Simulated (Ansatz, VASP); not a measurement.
**One calculation of Ru, two programs**

```
Ru
1.0
     0.00000    1.91500    1.91500
     1.91500    0.00000    1.91500
     1.91500    1.91500    0.00000
Ru
1
Direct
  0.00000 0.00000 0.00000
```

Alike in both runs: task single point; functional r2SCAN; k mesh 22 × 22 × 22; occupations gaussian, width 0.15 eV; no spin polarisation.

```csv
,VASP,Ansatz
version,VASP 6.6.1,Ansatz 0.2.0
potentials or method,"VASP PAW PBE potentials, release 64 (Ru_pv), cutoff 520 eV","scalar-relativistic, plane waves, PAW"
valence electrons in the cell,14,16
```

Ansatz gave:

| Item | Value |
| --- | --- |
| gap on the k mesh at the Fermi level (eV) | none |
| pressure (GPa) | -10.8 |

**Question.** What did VASP give for the same quantities?

**Answer.** gap on the k mesh at the Fermi level (eV): none; pressure (GPa): -9.6.

VASP's potentials were made for PBE, not for r2SCAN. A gap of «none» marks a metal or a gap that the smearing closes. With one functional, cell and mesh, what is left measures potentials, basis and numerics. VASP's potentials hold 14 valence electrons a cell and Ansatz's 16, so a difference there can come from the potentials and not from the codes.
